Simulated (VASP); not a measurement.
ZnSe3:

```
Zn Se
1.0
     2.38702   -3.68886    0.00000
     2.38702    3.68886    0.00000
     0.00000    0.00000    6.04472
Zn Se
1 3
Direct
  0.50000 0.50000 0.50000
  0.24827 0.75173 0.50000
  0.75173 0.24827 0.50000
  0.00000 0.00000 0.50000
```

```yaml
Program: VASP 6.6.1
Task: relaxation of cell and atoms
Functional: PBE
Potentials_or_basis: VASP PAW PBE potentials, release 64 (Zn, Se)
Cutoff: 500 eV
k_mesh: 4 × 4 × 4
Occupations: gaussian, width 0.1 eV
Spin: no spin polarisation
```

At the start: pressure 84.5 GPa; volume 26.61 Å³/atom.

**Question.** Where does the relaxation end?

**Answer.** Over 35 steps the energy falls by 4462.2 meV/atom and the volume is 34.37 Å³/atom (+29.2 %); space group Cmmm (No. 65, to 0.05 Å).

Step by step:
```csv
step,energy change (eV),largest force (eV/Å),pressure (GPa),volume (Å³)
1,0.0000,10.4330,84.54,106.45
2,11.5346,0.1033,-20.97,376.27
3,-15.5317,0.0928,-6.36,210.08
4,-16.1060,0.2993,-5.16,199.72
5,-16.7188,1.3941,-1.59,177.74
6,-16.7247,1.5203,-1.27,176.21
7,-17.2479,1.0676,-0.40,168.32
8,-17.3115,0.8093,0.61,165.08
9,-17.3115,0.7788,0.72,164.79
10,-17.3627,0.2879,-0.49,167.88
11,-17.3636,0.2196,-0.64,168.34
12,-17.3888,0.0428,-0.15,165.67
13,-17.3927,0.0465,0.15,164.12
14,-17.3952,0.0231,-0.20,164.63
15,-17.3953,0.0089,-0.14,164.54
16,-17.3958,0.0440,-0.01,163.77
17,-17.3958,0.0512,0.01,163.63
18,-17.3962,0.0477,0.02,163.21
19,-17.3978,0.0516,0.03,161.95
20,-17.4066,0.1128,0.05,159.44
21,-17.4530,0.2649,0.17,154.39
22,-17.6516,0.5004,0.63,144.26
23,-17.5181,1.2175,4.52,123.99
24,-17.7511,0.7111,1.17,138.73
25,-17.7863,0.0355,2.24,131.34
26,-17.8004,0.3193,1.78,133.79
27,-17.7997,0.2555,1.88,133.19
28,-17.8139,0.2561,1.52,134.01
29,-17.8402,0.2463,0.47,136.48
30,-17.8191,0.2033,-1.47,141.49
31,-17.8440,0.2302,-0.13,137.92
32,-17.8440,0.2313,-0.10,137.82
33,-17.8451,0.2040,-0.09,137.79
34,-17.8475,0.1223,-0.06,137.69
35,-17.8488,0.0350,0.00,137.49
```

Final structure:
```yaml
crystal:
  lattice:
    - [2.61774, -5.09467, 0.00000]
    - [2.61774, 5.09467, 0.00000]
    - [0.00000, 0.00000, 5.15458]
  atoms:
    - { symbol: Zn, position: [0.50000, 0.50000, 0.50000] }
    - { symbol: Se, position: [0.25642, 0.74358, 0.50000] }
    - { symbol: Se, position: [0.74358, 0.25642, 0.50000] }
    - { symbol: Se, position: [0.00000, 0.00000, 0.50000] }
```

Caveat: the k points lie up to 0.34 Å⁻¹ apart in the final cell; the volume moved by over 15 % at a fixed basis, so the end points are rough.
